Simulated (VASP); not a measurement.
# KZnAs4 (P-3m1) in VASP: single point with PBE

Aim: the single point of KZnAs4 with PBE.

All numbers are computed with VASP 6.6.1; they aren't measurements. Logs are shortened: lines on timing, memory, paths and dates and some standing lists are left out, and cuts for length are marked.

## (1) The cell of the first run

Symmetry: P-3m1, No. 164, trigonal system. Conventional cell: a = 4.272 Å, b = 4.272 Å, c = 13.671 Å, α = 90.00°, β = 90.00°, γ = 120.00°. Within 3.9 Å of K (site symmetry -3m) lie 6 As at 2.96 Å. Zn (site symmetry -3m) has 6 As at 2.96 Å within 3.9 Å. As (site symmetry 3m) has 3 K at 2.96 Å within 3.9 Å. As (site symmetry 3m) has 3 Zn at 2.96 Å within 3.9 Å.

## (2) Single point, PBE

File INCAR:

```
ALGO = Normal
EDIFF = 1E-6
ENCUT = 520
GGA = PE
ISIF = 2
ISMEAR = 0
LASPH = True
LCHARG = False
LREAL = False
LWAVE = False
NBANDS = 30
NELM = 60
PREC = Accurate
SIGMA = 0.1
```

File KPOINTS:

```
k-points
0
Gamma
  6 6 2
```

File POSCAR:

```
KZnAs4
1.0
    4.2722046900      0.0000000000      0.0000000000
   -2.1361023500      3.6998377900      0.0000000000
    0.0000000000      0.0000000000     13.6710550200
K Zn As
1 1 4
Direct
    0.0000000000      0.0000000000      0.0000000000
    0.0000000000      0.0000000000      0.5000000000
    0.3333333300      0.6666666700      0.1200000000
    0.3333333300      0.6666666700      0.6200000000
    0.6666666700      0.3333333300      0.3800000000
    0.6666666700      0.3333333300      0.8800000000
```

Potentials or basis: VASP PAW PBE potentials, release 64 (K_sv, Zn, As).

Run with:

```
$ cat potpaw_PBE.64/K_sv/POTCAR potpaw_PBE.64/Zn/POTCAR potpaw_PBE.64/As/POTCAR > POTCAR
$ mpirun -np 1 vasp_std > vasp.out
```

OUTCAR:

```text
EDIFF = 1E-6
   ENCUT = 520
   GGA = PE
   ISIF = 2
   ISMEAR = 0
   LASPH = True
   LREAL = False
   NELM = 60
   PREC = Accurate

 ion  position               nearest neighbor table
   1  0.000  0.000  0.000-   3 2.96   6 2.96   6 2.96   3 2.96   6 2.96   3 2.96
   2  0.000  0.000  0.500-   4 2.96   5 2.96   5 2.96   4 2.96   5 2.96   4 2.96
   3  0.333  0.667  0.120-   1 2.96   1 2.96   1 2.96
   4  0.333  0.667  0.620-   2 2.96   2 2.96   2 2.96
   5  0.667  0.333  0.380-   2 2.96   2 2.96   2 2.96
   6  0.667  0.333  0.880-   1 2.96   1 2.96   1 2.96

  LATTYP: Found a hexagonal cell.
 ALAT       =     4.2722046900
 C/A-ratio  =     3.2000000028

  Lattice vectors:

 A1 = (   4.2722046900,   0.0000000000,   0.0000000000)
 A2 = (  -2.1361023500,   3.6998377900,   0.0000000000)
 A3 = (   0.0000000000,   0.0000000000,  13.6710550200)

Analysis of symmetry for initial positions (statically):
=====================================================================
 Subroutine PRICEL returns:
 Original cell was already a primitive cell.

 Routine SETGRP: Setting up the symmetry group for a
 hexagonal supercell.

 Subroutine GETGRP returns: Found 12 space group operations
 (whereof 12 operations were pure point group operations)
 out of a pool of 24 trial point group operations.

The static configuration has the point symmetry D_3d.

Analysis of symmetry for dynamics (positions and initial velocities):
=====================================================================
 Subroutine PRICEL returns:
 Original cell was already a primitive cell.

 Routine SETGRP: Setting up the symmetry group for a
 hexagonal supercell.

 Subroutine GETGRP returns: Found 12 space group operations
 (whereof 12 operations were pure point group operations)
 out of a pool of 24 trial point group operations.

The dynamic configuration has the point symmetry D_3d.

 Subroutine INISYM returns: Found 12 space group operations
 (whereof 12 operations are pure point group operations),
 and found     1 'primitive' translations

----------------------------------------------------------------------------------------

                                     Primitive cell

  volume of cell :     216.0910

  direct lattice vectors                    reciprocal lattice vectors
     4.272204690  0.000000000  0.000000000     0.234071182  0.135141060  0.000000000
    -2.136102350  3.699837790  0.000000000     0.000000000  0.270282120  0.000000000
     0.000000000  0.000000000 13.671055020     0.000000000  0.000000000  0.073147244

  length of vectors
     4.272204690  4.272204691 13.671055020     0.270282120  0.270282120  0.073147244

  position of ions in fractional coordinates (direct lattice)
     0.000000000  0.000000000  0.000000000
     0.000000000  0.000000000  0.500000000
     0.333333330  0.666666670  0.120000000
     0.333333330  0.666666670  0.620000000
     0.666666670  0.333333330  0.380000000
     0.666666670  0.333333330  0.880000000

  ion indices of the primitive-cell ions
   primitive index   ion index
                 1           1
                 2           2
                 3           3
                 4           4
                 5           5
                 6           6

----------------------------------------------------------------------------------------

 KPOINTS: k-points

Automatic generation of k-mesh.
 Grid dimensions read from file:
 generate k-points for:    6    6    2

 Generating k-lattice:

  Cartesian coordinates                     Fractional coordinates (reciprocal lattice)
     0.039011864  0.022523510  0.000000000     0.166666667  0.000000000  0.000000000
     0.000000000  0.045047020  0.000000000     0.000000000  0.166666667  0.000000000
     0.000000000  0.000000000  0.036573622     0.000000000  0.000000000  0.500000000

  Length of vectors
     0.045047020  0.045047020  0.036573622

  Shift w.r.t. Gamma in fractional coordinates (k-lattice)
     0.000000000  0.000000000  0.000000000

 Subroutine IBZKPT returns following result:
 ===========================================

 Found     14 irreducible k-points:

 Following reciprocal coordinates:
            Coordinates               Weight
  0.000000  0.000000  0.000000      1.000000
  0.166667 -0.000000  0.000000      6.000000
  0.333333 -0.000000  0.000000      6.000000
  0.500000  0.000000  0.000000      3.000000
  0.166667  0.166667  0.000000      6.000000
  0.333333  0.166667  0.000000     12.000000
  0.333333  0.333333  0.000000      2.000000
  0.000000  0.000000  0.500000      1.000000
  0.166667 -0.000000  0.500000      6.000000
  0.333333 -0.000000  0.500000      6.000000
  0.500000  0.000000  0.500000      3.000000
  0.166667  0.166667  0.500000      6.000000
  0.333333  0.166667  0.500000     12.000000
  0.333333  0.333333  0.500000      2.000000
   k-points           NKPTS =     14   k-points in BZ     NKDIM =     14   number of bands    NBANDS=     30
   number of dos      NEDOS =    301   number of ions     NIONS =      6
   total plane-waves  NPLWV = 110592
   dimension x,y,z NGX =    32 NGY =   32 NGZ =  108
   dimension x,y,z NGXF=    64 NGYF=   64 NGZF=  216
   ions per type =               1   1   4
   NGX,Y,Z   is equivalent  to a cutoff of  12.45, 12.45, 13.13 a.u.
   NGXF,Y,Z  is equivalent  to a cutoff of  24.90, 24.90, 26.27 a.u.
 SYSTEM =  unknown system
   PREC   = accura    normal or accurate (medium, high low for compatibility)
   ISTART =      0    job   : 0-new  1-cont  2-samecut
   ICHARG =      2    charge: 1-file 2-atom 10-const
   ISPIN  =      1    spin polarized calculation?
   LNONCOLLINEAR =      F non collinear calculations
   LSORBIT =      F    spin-orbit coupling
   LASPH  =      T    aspherical Exc in radial PAW
   ENCUT  =  520.0 eV  38.22 Ry    6.18 a.u.   7.94  7.94 25.42*2*pi/ulx,y,z
   NELM   =     60;   NELMIN=  2; NELMDL= -5     # of ELM steps
   EDIFF  = 0.1E-05   stopping-criterion for ELM
   LREAL  =      F    real-space projection
   EDIFFG = 0.1E-04   stopping-criterion for IOM
   NSW    =      0    number of steps for IOM
   IBRION =     -1    ionic relax: 0-MD 1-quasi-New 2-CG
   NFREE  =      0    steps in history (QN), initial steepest desc. (CG)
   ISIF   =      2    stress and relaxation
   ISYM   =      2    0-nonsym 1-usesym 2-fastsym
   POTIM  = 0.5000    time-step for ionic-motion
   TEBEG  =    0.0;   TEEND  =   0.0 temperature during run
   PSTRESS=    0.0 pullay stress
   NELECT =      41.0000    total number of electrons
   NUPDOWN=      -1.0000    fix difference up-down
   EMIN   =  10.00;   EMAX   =-10.00  energy-range for DOS
   EFERMI =   0.00;   METHOD = LEGACY
   ISMEAR =     0;   SIGMA  =   0.10  broadening in eV -4-tet -1-fermi 0-gaus
   EFERMI_NEDOS =   21; number of points for ismear=-14 and -15
   IALGO  =     38    algorithm
   IMIX   =      4    mixing-type and parameters
     AMIX     =   0.40;   BMIX     =  1.00
     AMIX_MAG =   1.60;   BMIX_MAG =  1.00
  volume/ion in A,a.u.               =      36.02       243.04
  Fermi-wavevector in a.u.,A,eV,Ry     =   0.940713  1.777690 12.040355  0.884941
  Thomas-Fermi vector in A             =   2.068152
   LORBIT       =      0    0 simple, 1 ext, 2 COOP (PROOUT), +10 PAW based schemes
   GGA     = PE    functional components
   LHFCALC =     F    Hartree Fock is set to
   AEXX    =    0.0000 exact exchange contribution
   IVDW    =     0    specifies the selected vdW correction
   LEPSILON=     F    determine dielectric tensor
   LRPA    =     F    only Hartree local field effects (RPA)
 non-spin polarized calculation
 Gauss-broadening in eV      SIGMA  =   0.10
  energy-cutoff  :      520.00
  volume of cell :      216.09
 maximum number of plane-waves:      5862
 NGX is ok and might be reduce to    32
   NGX = 15   NGY = 15   NGZ = 51

 number of electron      41.0000018 magnetization

 Free energy of the ion-electron system (eV)
  ---------------------------------------------------
  ext. energy  EPLUGINS =         0.00000000
  ---------------------------------------------------
  free energy    TOTEN  =       -12.82833245 eV

  energy without entropy =      -12.75849498  energy(sigma->0) =      -12.79341372

 E-fermi :  -0.0356     XC(G=0):  -7.7396

 val. band max:       -0.0601844195   @ k =   0.3333   0.3333   0.5000
 cond. band min:      -0.0349974726   @ k =   0.1667  -0.0000   0.0000
 fundamental gap:      0.0251869469
 Fermi energy:        -0.0356164122

 k-point     1 :       0.0000    0.0000    0.0000
  band No.  band energies     occupation
      1     -29.2488      2.00000
      2     -13.1151      2.00000
      3     -12.8083      2.00000
      4     -12.8083      2.00000
      5     -10.4742      2.00000
      6      -9.9674      2.00000
[... 22 lines left out ...]
     29       5.7245      0.00000
     30       5.7292      0.00000

 k-point     2 :       0.1667   -0.0000    0.0000
  band No.  band energies     occupation
      1     -29.2447      2.00000
      2     -13.0695      2.00000
      3     -12.9272      2.00000
      4     -12.8228      2.00000
      5     -10.3289      2.00000
      6      -9.7685      2.00000
[... 22 lines left out ...]
     29       5.6103      0.00000
     30       6.2195      0.00000

 k-point     3 :       0.3333   -0.0000    0.0000
  band No.  band energies     occupation
      1     -29.2364      2.00000
      2     -13.1468      2.00000
      3     -12.9580      2.00000
      4     -12.8517      2.00000
      5      -9.9864      2.00000
      6      -9.6606      2.00000
[... 22 lines left out ...]
     29       5.8510      0.00000
     30       6.4490      0.00000

 k-point     4 :       0.5000    0.0000    0.0000
  band No.  band energies     occupation
      1     -29.2323      2.00000
      2     -13.2379      2.00000
      3     -12.9060      2.00000
      4     -12.8660      2.00000
      5      -9.7332      2.00000
      6      -9.6591      2.00000
[... 286 lines left out ...]
     29       5.9746      0.00000
     30       6.0292      0.00000

 k-point    13 :       0.3333    0.1667    0.5000
  band No.  band energies     occupation
      1     -29.2323      2.00000
      2     -13.1771      2.00000
      3     -12.9447      2.00000
      4     -12.9001      2.00000
      5      -9.7746      2.00000
      6      -9.6189      2.00000
[... 22 lines left out ...]
     29       6.0377      0.00000
     30       6.1708      0.00000

 k-point    14 :       0.3333    0.3333    0.5000
  band No.  band energies     occupation
      1     -29.2302      2.00000
      2     -13.0834      2.00000
      3     -13.0834      2.00000
      4     -12.8927      2.00000
      5      -9.6309      2.00000
      6      -9.6309      2.00000
[... 22 lines left out ...]
     29       5.9897      0.00000
     30       6.6310      0.00000

------------------------ aborting loop because EDIFF is reached ----------------------------------------

  FORCE on cell =-STRESS in cart. coord.  units (eV):
  Direction    XX          YY          ZZ          XY          YZ          ZX
  --------------------------------------------------------------------------------------
  -------------------------------------------------------------------------------------
  Total       -4.2635314     -4.2635314     -6.4552925      0.0000000     -0.0000000     -0.0000000
  in kB      -31.6113673    -31.6113673    -47.8618786      0.0000000     -0.0000000     -0.0000000
  external PRESSURE =     -37.0282044 kB  Pullay stress =       0.0000000 kB

 VOLUME and BASIS-vectors are now :
 -----------------------------------------------------------------------------
  energy-cutoff  :      520.00
  volume of cell :      216.09
      direct lattice vectors                 reciprocal lattice vectors
     4.272204690  0.000000000  0.000000000     0.234071182  0.135141060  0.000000000
    -2.136102350  3.699837790  0.000000000     0.000000000  0.270282120  0.000000000
     0.000000000  0.000000000 13.671055020     0.000000000  0.000000000  0.073147244

 POSITION                                       TOTAL-FORCE (eV/Angst)
 -----------------------------------------------------------------------------------
      0.00000      0.00000      0.00000        -0.000000      0.000000      0.000000
      0.00000      0.00000      6.83553        -0.000000      0.000000      0.000000
     -0.00000      2.46656      1.64053         0.000000      0.000000      1.193489
     -0.00000      2.46656      8.47605        -0.000000      0.000000     -1.270375
      2.13610      1.23328      5.19500        -0.000000     -0.000000      1.270375
      2.13610      1.23328     12.03053         0.000000      0.000000     -1.193489
 -----------------------------------------------------------------------------------
    total drift:                                0.000000     -0.000000      0.000000

  FREE ENERGIE OF THE ION-ELECTRON SYSTEM (eV)
  ---------------------------------------------------
  free  energy   TOTEN  =       -12.8283324509 eV

  energy  without entropy=      -12.7584949802  energy(sigma->0) =      -12.79341372
```

Wall time 2.3 min (1 thread of Intel Xeon 8259CL, shared host); peak memory 0.38 GiB.

What came out:

| Quantity | Value |
| --- | --- |
| Free energy | -12.8283 eV |
| Pressure | -3.7 GPa |
| Largest force | 1.270 eV/Å |
| Band gap on the k mesh | zero (an odd number of electrons rules out a gap without spin polarisation) |

Forces in eV/Å, atoms in the order of the input:
```
K    0.000  0.000  0.000
Zn   0.000  0.000  0.000
As   0.000  0.000  1.193
As   0.000  0.000 -1.270
As   0.000  0.000  1.270
As   0.000  0.000 -1.193
```

Stress tensor (GPa, compression positive):
```
-3.16  0.00  0.00
 0.00 -3.16  0.00
 0.00  0.00 -4.79
```

Caveat: the cell stands under tension; forces of over 1 eV/Å act on the atoms, so gaps and moduli don't describe the material at rest.
